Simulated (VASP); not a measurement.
# Sn8O15 (a cell with a defect) in VASP: further runs

Runs on Sn8O15 (a cell with a defect). Level: PBE. Tasks: single point.

Program: VASP 6.6.1. These are calculated values, not measurements. Logs are shortened: lines on timing, memory, paths and dates and some standing lists are left out, and cuts for length are marked.

## 1. The cell of the first run

The cell holds a defect, 23 atoms: a = 6.827 Å, b = 6.827 Å, c = 6.476 Å, α = 90.00°, β = 90.00°, γ = 90.00°.

## 2. Single point, PBE

INCAR reads:

```
SYSTEM = Sn8O15
PREC = Accurate ; ENCUT = 520
EDIFF = 1E-6 ; ISMEAR = -1
SIGMA = 0.01 ; LREAL = .FALSE.
LASPH = .TRUE. ; NELM = 120
ALGO = Normal ; ISIF = 2
LWAVE = .FALSE. ; LCHARG = .TRUE.
GGA = PE ; LELF = .TRUE.
LVHAR = .TRUE. ; NBANDS = 118
GGA_COMPAT = .FALSE.
```

KPOINTS reads:

```
Automatic mesh
0
Gamma
  1 1 1
  0.25 0.25 0.25
```

POSCAR reads:

```
Sn8O15
1.0
    4.8274600300      4.8274600300      0.0000000000
   -4.8274600300      4.8274600300      0.0000000000
    0.0000000000      0.0000000000      6.4759066800
Sn O
8 15
Direct
    0.0041947345      0.4978053315      0.2534994018
    0.4970875763     -0.0007029604      0.2506440003
   -0.0005810917     -0.0013901759      0.0003454767
    0.5022244980      0.4990003199      0.0005113008
    0.0039566257      0.4992714288      0.7479137856
    0.4983098440     -0.0009436094      0.7507122554
   -0.0025078446     -0.0010580466      0.5004347777
    0.4994977252      0.4995389497      0.5006549011
    0.0028156026      0.8052203238      0.2523785276
    0.4899988486      0.3055905611      0.2512955141
    0.0005507135      0.1907256614      0.2512304960
    0.4898892734      0.6929952329      0.2508247083
    0.3054048619     -0.0011024671      0.0000623988
    0.8095320984      0.4997331171      0.0015542561
    0.1959762786      0.4980664714      0.0008857389
    0.6920796124      0.0012714911      0.0014600902
    0.0002559685      0.8062363804      0.7488157997
    0.4939704952      0.3053460156      0.7497712812
    0.0007989513      0.1919026215      0.7490868122
    0.4974387572      0.6930504381      0.7510542242
    0.3048513101      0.0005259389      0.5010272412
    0.8023268420      0.4993349681      0.5007007579
    0.6911260624     -0.0013190544      0.5000573312
```

Potentials or basis: VASP PAW PBE potentials, release 64 (Sn_d, O).

The run is started by

```console
cat potpaw_PBE.64/Sn_d/POTCAR potpaw_PBE.64/O/POTCAR > POTCAR
mpirun -np 1 vasp_std > vasp.out
```

OUTCAR:

```text
SYSTEM = Sn8O15
   PREC = Accurate
   ENCUT = 520
   EDIFF = 1E-6
   ISMEAR = -1
   LREAL = .FALSE.
   LASPH = .TRUE.
   NELM = 120
   ISIF = 2
   GGA = PE

 ion  position               nearest neighbor table
   1  0.004  0.498  0.253-  15 2.10  11 2.10   9 2.10  14 2.10  22 2.11   5 3.20   5 3.27   8 3.74

   2  0.497  0.999  0.251-  13 2.08  21 2.09  23 2.09  10 2.09  12 2.09  16 2.09   6 3.24   6 3.24

   3  0.999  0.999  0.000-  11 2.09  13 2.09  17 2.09  19 2.10  16 2.10   9 2.10   7 3.24   7 3.24
[... 12 lines left out ...]
  10  0.490  0.306  0.251-   8 2.09   2 2.09   4 2.09
  11  0.001  0.191  0.251-   7 2.08   3 2.09   1 2.10
  12  0.490  0.693  0.251-   8 2.09   2 2.09   4 2.09
  13  0.305  0.999  0.000-   6 2.08   2 2.08   3 2.09
  14  0.810  0.500  0.002-   4 2.10   1 2.10   5 2.11
  15  0.196  0.498  0.001-   4 2.09   1 2.10   5 2.10
  16  0.692  0.001  0.001-   2 2.09   6 2.09   3 2.10
  17  0.000  0.806  0.749-   7 2.08   3 2.09   5 2.10
  18  0.494  0.305  0.750-   8 2.09   6 2.09   4 2.09
  19  0.001  0.192  0.749-   7 2.08   3 2.10   5 2.10
  20  0.497  0.693  0.751-   6 2.09   4 2.09   8 2.09
  21  0.305  0.001  0.501-   2 2.09   6 2.09   7 2.10
  22  0.802  0.499  0.501-   8 2.07   5 2.11   1 2.11
  23  0.691  0.999  0.500-   2 2.09   6 2.09   7 2.09

  LATTYP: Found a simple tetragonal cell.
 ALAT       =     6.8270594462
 C/A-ratio  =     0.9485645659

  Lattice vectors:

 A1 = (   4.8274600300,   4.8274600300,   0.0000000000)
 A2 = (  -4.8274600300,   4.8274600300,   0.0000000000)
 A3 = (   0.0000000000,   0.0000000000,   6.4759066800)

Analysis of symmetry for initial positions (statically):
=====================================================================
 Subroutine PRICEL returns:
 Original cell was already a primitive cell.

 Routine SETGRP: Setting up the symmetry group for a
 simple tetragonal supercell.

 Subroutine GETGRP returns: Found  1 space group operations
 (whereof  1 operations were pure point group operations)
 out of a pool of 16 trial point group operations.

The static configuration has the point symmetry C_1 .

Analysis of symmetry for dynamics (positions and initial velocities):
=====================================================================
 Subroutine PRICEL returns:
 Original cell was already a primitive cell.

 Routine SETGRP: Setting up the symmetry group for a
 simple tetragonal supercell.

 Subroutine GETGRP returns: Found  1 space group operations
 (whereof  1 operations were pure point group operations)
 out of a pool of 16 trial point group operations.

[... 127 lines left out ...]
   ISIF   =      2    stress and relaxation
   ISYM   =      2    0-nonsym 1-usesym 2-fastsym
   POTIM  = 0.5000    time-step for ionic-motion
   TEBEG  =    0.0;   TEEND  =   0.0 temperature during run
   PSTRESS=    0.0 pullay stress
   NELECT =     202.0000    total number of electrons
   NUPDOWN=      -1.0000    fix difference up-down
   EMIN   =  10.00;   EMAX   =-10.00  energy-range for DOS
   EFERMI =   0.00;   METHOD = LEGACY
   ISMEAR =    -1;   SIGMA  =   0.01  broadening in eV -4-tet -1-fermi 0-gaus
   EFERMI_NEDOS =   21; number of points for ismear=-14 and -15
   IALGO  =     38    algorithm
   IMIX   =      4    mixing-type and parameters
     AMIX     =   0.40;   BMIX     =  1.00
     AMIX_MAG =   1.60;   BMIX_MAG =  1.00
  volume/ion in A,a.u.               =      13.12        88.56
  Fermi-wavevector in a.u.,A,eV,Ry     =   1.431977  2.706044 27.899528  2.050557
  Thomas-Fermi vector in A             =   2.551655
   LORBIT       =      0    0 simple, 1 ext, 2 COOP (PROOUT), +10 PAW based schemes
   GGA     = PE    functional components
   LHFCALC =     F    Hartree Fock is set to
   AEXX    =    0.0000 exact exchange contribution
   IVDW    =     0    specifies the selected vdW correction
   LEPSILON=     F    determine dielectric tensor
   LRPA    =     F    only Hartree local field effects (RPA)
 non-spin polarized calculation
  energy-cutoff  :      520.00
  volume of cell :      301.83
 maximum number of plane-waves:      8114
 NGX is ok and might be reduce to    50
   NGX = 25   NGY = 25   NGZ = 25

 number of electron     202.0000022 magnetization

 Free energy of the ion-electron system (eV)
  ---------------------------------------------------
  ext. energy  EPLUGINS =         0.00000000
  ---------------------------------------------------
  free energy    TOTEN  =      -140.46752669 eV

  energy without entropy =     -140.46752669  energy(sigma->0) =     -140.46752669

 E-fermi :   6.5848     XC(G=0): -10.8447

 val. band max:        6.3031495944   @ k =  -0.2500   0.2500   0.2500
 cond. band min:       8.0987533046   @ k =  -0.2500   0.2500   0.2500
 fundamental gap:      1.7956037102
 Fermi energy:         6.5848039595

 k-point     1 :       0.2500    0.2500    0.2500
  band No.  band energies     occupation
      1     -15.4978      2.00000
      2     -15.4818      2.00000
      3     -15.4221      2.00000
      4     -15.4051      2.00000
      5     -15.3265      2.00000
      6     -15.3023      2.00000
[... 453 lines left out ...]
    112      12.4965      0.00000
    113      12.7340      0.00000
 [bands above 113 left out]

------------------------ aborting loop because EDIFF is reached ----------------------------------------

  FORCE on cell =-STRESS in cart. coord.  units (eV):
  Direction    XX          YY          ZZ          XY          YZ          ZX
  --------------------------------------------------------------------------------------
  -------------------------------------------------------------------------------------
  Total        3.7379773      3.8286661      2.6621146     -2.7371537      0.1151381      0.0435756
  in kB       19.8417188     20.3231080     14.1308855    -14.5292040      0.6111694      0.2313054
  external PRESSURE =      18.0985708 kB  Pullay stress =       0.0000000 kB

 VOLUME and BASIS-vectors are now :
 -----------------------------------------------------------------------------
  energy-cutoff  :      520.00
  volume of cell :      301.83
      direct lattice vectors                 reciprocal lattice vectors
     4.827460030  4.827460030  0.000000000     0.103574136  0.103574136  0.000000000
    -4.827460030  4.827460030  0.000000000    -0.103574136  0.103574136  0.000000000
     0.000000000  0.000000000  6.475906680     0.000000000  0.000000000  0.154418532

 POSITION                                       TOTAL-FORCE (eV/Angst)
 -----------------------------------------------------------------------------------
     -2.38289      2.42339      1.64164        -0.018592      0.063837      0.060938
     -2.42440      7.22374      1.62315        -0.008466      0.001400      0.000527
      0.00391      9.64540      0.00224         0.026524     -0.023160      0.013187
      0.01556      4.83337      0.00331         0.027486     -0.023261      0.042183
     -2.39111      2.42931      4.84342         0.044151     -0.018718     -0.017419
     -2.41733      7.22848      4.86154        -0.024893      0.028959     -0.002995
[... 15 lines left out ...]
      1.46268      6.28372      3.24249         0.011769     -0.015528     -0.050142
     -1.48471      8.15748      3.23832         0.009582      0.017460      0.003649
 -----------------------------------------------------------------------------------
    total drift:                               -0.001667      0.003305      0.000667

  FREE ENERGIE OF THE ION-ELECTRON SYSTEM (eV)
  ---------------------------------------------------
  free  energy   TOTEN  =      -140.4675266883 eV

  energy  without entropy=     -140.4675266883  energy(sigma->0) =     -140.46752669
```

OSZICAR:

```text
N       E                     dE             d eps       ncg     rms          rms(c)
DAV:   1     0.377813486419E+04    0.37781E+04   -0.85734E+04  1024   0.267E+03
DAV:   2     0.820538576773E+03   -0.29576E+04   -0.28334E+04   952   0.862E+02
DAV:   3    -0.586229875437E+02   -0.87916E+03   -0.84914E+03  1040   0.327E+02
DAV:   4    -0.160020139333E+03   -0.10140E+03   -0.99563E+02  1104   0.121E+02
DAV:   5    -0.164169921402E+03   -0.41498E+01   -0.41153E+01  1088   0.249E+01    0.300E+01
DAV:   6    -0.139809506650E+03    0.24360E+02   -0.95050E+01  1472   0.730E+01    0.105E+01
DAV:   7    -0.140590551653E+03   -0.78105E+00   -0.11417E+01  1040   0.102E+01    0.657E+00
DAV:   8    -0.140576925112E+03    0.13627E-01   -0.20247E+00  1272   0.705E+00    0.212E+00
DAV:   9    -0.140462876303E+03    0.11405E+00   -0.70612E-01  1344   0.558E+00    0.360E-01
DAV:  10    -0.140466462646E+03   -0.35863E-02   -0.47476E-02  1328   0.118E+00    0.149E-01
DAV:  11    -0.140467481708E+03   -0.10191E-02   -0.42623E-03  1264   0.405E-01    0.839E-02
DAV:  12    -0.140467502798E+03   -0.21090E-04   -0.67635E-04  1304   0.186E-01    0.286E-02
DAV:  13    -0.140467528710E+03   -0.25912E-04   -0.11361E-04  1240   0.549E-02    0.142E-02
DAV:  14    -0.140467528103E+03    0.60726E-06   -0.14190E-05  1224   0.243E-02    0.661E-03
DAV:  15    -0.140467527025E+03    0.10774E-05   -0.72736E-06   984   0.132E-02    0.345E-03
DAV:  16    -0.140467526688E+03    0.33704E-06   -0.14818E-06   608   0.785E-03
   1 F= -.14046753E+03 E0= -.14046753E+03  d E =-.285368E-12
```

stdout:

```text
POSCAR found type information on POSCAR SnO
 POSCAR found :  2 types and      23 ions
 scaLAPACK will be used
 -----------------------------------------------------------------------------
|                                                                             |
|                                                                             |
|     You have a (more or less) 'large supercell' and for larger cells it     |
|     might be more efficient to use real-space projection operators.         |
|     Therefore, try LREAL= Auto in the INCAR file.                           |
|     Mind: For very accurate calculation, you might also keep the            |
|     reciprocal projection scheme (i.e. LREAL=.FALSE.).                      |
|                                                                             |
 -----------------------------------------------------------------------------

 LDA part: xc-table for (Slater+PW92), standard interpolation
 POSCAR, INCAR and KPOINTS ok, starting setup
 FFT: planning ... GRIDC
 FFT: planning ... GRID_SOFT
 FFT: planning ... GRID
 WAVECAR not read
 entering main loop
```

It took 7.2 min on 1 thread of Intel Xeon Platinum 8375C at 2.90GHz (Ice Lake), shared host; peak memory 0.37 GiB.

What came out:

- Free energy: -140.4675 eV
- Pressure: 1.8 GPa
- Largest force: 0.102 eV/Å
- Band gap on the k mesh: 1.80 eV

Forces on the atoms (eV/Å):
```
Sn  -0.019  0.064  0.061
Sn  -0.008  0.001  0.001
Sn   0.027 -0.023  0.013
Sn   0.027 -0.023  0.042
Sn   0.044 -0.019 -0.017
Sn  -0.025  0.029 -0.003
Sn   0.009 -0.010 -0.017
Sn  -0.022 -0.038  0.001
O   -0.038  0.004 -0.028
O    0.050  0.027 -0.017
O   -0.047  0.062  0.050
O    0.017  0.061  0.007
O   -0.010 -0.015 -0.008
O    0.003 -0.026 -0.024
O   -0.001  0.027 -0.065
O    0.039 -0.018 -0.021
O    0.031  0.000  0.031
O   -0.014 -0.017  0.046
O   -0.009 -0.001 -0.003
O   -0.090 -0.042 -0.024
O    0.014 -0.046  0.023
O    0.012 -0.016 -0.050
O    0.010  0.017  0.004
```

Stress tensor (GPa, compression positive):
```
 1.98 -1.45  0.02
-1.45  2.03  0.06
 0.02  0.06  1.41
```

Levels at points of the mesh, in eV from the valence-band top:
| k point | band 99 | band 100 | band 101 | band 102 | band 103 | band 104 |
| --- | --- | --- | --- | --- | --- | --- |
| (0.25, 0.25, 0.25) | -1.61 | -1.29 | 0.00 | 1.81 | 2.23 | 2.78 |

Caveat: spin-orbit coupling is left out, which moves the levels of the heavy elements.

## 3. Single point, PBE

INCAR reads:

```
SYSTEM = Sn8O15
ALGO = Normal ; EDIFF = 1E-6
ENCUT = 520 ; GGA = PE
GGA_COMPAT = .FALSE. ; ISIF = 2
ISMEAR = -1 ; LASPH = .TRUE.
LCHARG = .FALSE. ; LREAL = .FALSE.
LWAVE = .FALSE. ; NBANDS = 118
NELECT = 201.0 ; NELM = 120
PREC = Accurate ; SIGMA = 0.01
```

KPOINTS is that of step 2.

POSCAR reads:

```
Sn8O15
1.0
    4.8274600300      4.8274600300      0.0000000000
   -4.8274600300      4.8274600300      0.0000000000
    0.0000000000      0.0000000000      6.4759066800
Sn O
8 15
Direct
   -0.0057722497      0.4989002071      0.2406722603
    0.4994118517     -0.0006164949      0.2507917325
    0.0037018391     -0.0008699303     -0.0002860807
    0.4926376807      0.4994021531     -0.0002019996
   -0.0084724236      0.4996843864      0.7595178293
    0.5007734231     -0.0001689599      0.7489912218
    0.0011968918     -0.0008935153      0.4996487651
    0.5199483521      0.4999241827      0.4997941219
    0.0086543390      0.8028630967      0.2517511740
    0.4914226333      0.3085041921      0.2541232099
    0.0028535693      0.1948436209      0.2517581973
    0.4869460364      0.6904922925      0.2538229788
    0.3091405391      0.0011741931     -0.0007530283
    0.7984920876      0.5017859237      0.0010465114
    0.1903201779      0.4965953298     -0.0010414223
    0.6957022978     -0.0014482460      0.0007047341
    0.0064980056      0.8035427109      0.7473170836
    0.4948154964      0.3084803683      0.7458615387
    0.0031671822      0.1955759774      0.7478952251
    0.4940706379      0.6909396706      0.7465889777
    0.3069748633      0.0024371240      0.5002103304
    0.8204212661      0.5017451876      0.4993629679
    0.6949553124     -0.0027394155      0.4993162994
```

Potentials or basis: VASP PAW PBE potentials, release 64 (Sn_d, O).

The run is started by

```console
cat potpaw_PBE.64/Sn_d/POTCAR potpaw_PBE.64/O/POTCAR > POTCAR
mpirun -np 1 vasp_std > vasp.out
```

It took 6.9 min on 1 thread of Intel Xeon Platinum 8375C at 2.90GHz (Ice Lake), shared host; peak memory 0.37 GiB.

It converged, with:

```
Free energy   : -146.9751 eV
Largest force : 0.072 eV/Å
```

Forces in eV/Å, atoms in the order of the input:
```
Sn   0.011  0.032  0.020
Sn  -0.014  0.011 -0.009
Sn  -0.005  0.002  0.002
Sn   0.007 -0.007  0.032
Sn   0.048  0.012 -0.004
Sn   0.000 -0.016  0.006
Sn  -0.001  0.022 -0.002
Sn  -0.030 -0.023 -0.007
O   -0.033 -0.003  0.002
O    0.038 -0.003 -0.024
O   -0.003  0.038  0.013
O    0.002  0.056  0.011
O   -0.008 -0.015  0.003
O   -0.017 -0.039  0.008
O    0.004  0.037 -0.033
O    0.012  0.000 -0.022
O    0.030 -0.018  0.035
O   -0.006 -0.015  0.016
O   -0.003 -0.004 -0.035
O   -0.058 -0.035 -0.024
O    0.016 -0.027  0.023
O    0.003 -0.024 -0.014
O    0.008  0.019  0.002
```

Levels at points of the mesh, in eV from the Fermi level:
```
           k point  band 98  band 99  band 100  band 101  band 102  band 103
(0.25, 0.25, 0.25)    -2.08    -2.02     -1.69      0.00      1.64      2.02
```

Caveat: the k points lie up to 0.49 Å⁻¹ apart, too coarse for converged energies and pressures of a metal; the cell carries a net charge on a neutralising background, which shifts energy and pressure; the cell is charged against a uniform background, so pressure and absolute levels hang on convention; spin-orbit coupling is left out, which moves the levels of the heavy elements; an odd number of electrons without spin polarisation forces a metal; a magnetic or distorted state may lie lower.

## 4. Single point, PBE

INCAR reads:

```
SYSTEM = Sn8O15
PREC = Accurate ; ENCUT = 520
EDIFF = 1E-6 ; ISMEAR = -1
SIGMA = 0.01 ; LREAL = .False.
LASPH = .True. ; NELM = 120
ALGO = Normal ; ISIF = 2
LWAVE = .False. ; LCHARG = .False.
GGA = PE ; NBANDS = 118
NELECT = 200.0 ; GGA_COMPAT = .False.
```

KPOINTS is that of step 3.

POSCAR reads:

```
Sn8O15
1.0
    4.8274600300      4.8274600300      0.0000000000
   -4.8274600300      4.8274600300      0.0000000000
    0.0000000000      0.0000000000      6.4759066800
Sn O
8 15
Direct
   -0.0182486694      0.4998128188      0.2305280788
    0.5001377837     -0.0015834867      0.2507323297
    0.0053002029     -0.0000789322     -0.0010063320
    0.4825077613      0.4982500376     -0.0009135107
   -0.0197224458      0.5002427234      0.7673286121
    0.5010537288     -0.0009440313      0.7475063657
    0.0025518464     -0.0014508647      0.4991655644
    0.5322372491      0.4998804521      0.4991466181
    0.0137868786      0.7997659299      0.2510691062
    0.4957726739      0.3100586203      0.2564122142
    0.0017744647      0.1991178520      0.2521858727
    0.4805317683      0.6871570116      0.2563560677
    0.3103990579      0.0049779583     -0.0012437319
    0.7861959324      0.5074861618     -0.0005119792
    0.1821906242      0.4920942588     -0.0017081078
    0.6971570507     -0.0057606534     -0.0002859580
    0.0128035832      0.8001407361      0.7468210450
    0.4968095349      0.3099738098      0.7424356672
    0.0015942541      0.1991651287      0.7463717274
    0.4857366704      0.6876751240      0.7420181011
    0.3071272458      0.0062650412      0.4993330118
    0.8342259978      0.5051612134      0.4985525477
    0.6966855398     -0.0084618877      0.4987038657
```

The run is started by

```console
cat potpaw_PBE.64/Sn_d/POTCAR potpaw_PBE.64/O/POTCAR > POTCAR
mpirun -np 1 vasp_std > vasp.out
```

Run time: 7.1 min. Hardware: 1 thread of Intel Xeon Platinum 8375C at 2.90GHz (Ice Lake), shared host; peak memory 0.38 GiB.

The run converged. Its results:

```
Free energy   : -153.8489 eV
Largest force : 0.072 eV/Å
```

Forces on the atoms (eV/Å):
```
Sn  -0.004  0.012  0.021
Sn  -0.017  0.008 -0.005
Sn   0.006  0.007  0.027
Sn  -0.005  0.004  0.020
Sn   0.023 -0.004 -0.015
Sn   0.009 -0.025  0.008
Sn  -0.007  0.028 -0.023
Sn  -0.022 -0.015 -0.024
O   -0.031 -0.021  0.007
O    0.024 -0.048 -0.045
O    0.030  0.029  0.003
O   -0.004  0.068  0.024
O   -0.009 -0.034  0.003
O   -0.013 -0.056  0.017
O    0.021  0.057 -0.015
O    0.016  0.035 -0.020
O    0.005 -0.037  0.012
O   -0.007 -0.025  0.006
O    0.003  0.027 -0.033
O   -0.045 -0.001  0.008
O   -0.002 -0.043  0.014
O    0.022  0.002  0.006
O    0.005  0.030  0.007
```

Levels at points of the mesh, in eV from the Fermi level:
```csv
k point,band 96,band 97,band 98,band 99,band 100,band 101,band 102,band 103,band 104,band 105
"(0.25, 0.25, 0.25)",-0.77,-0.72,-0.66,-0.58,-0.30,1.70,3.24,3.55,3.93,4.48
```

Caveat: the cell carries a net charge on a neutralising background, which shifts energy and pressure; the cell is charged against a uniform background, so pressure and absolute levels hang on convention; spin-orbit coupling is left out, which moves the levels of the heavy elements.

(Continued in part 2 of 2.)
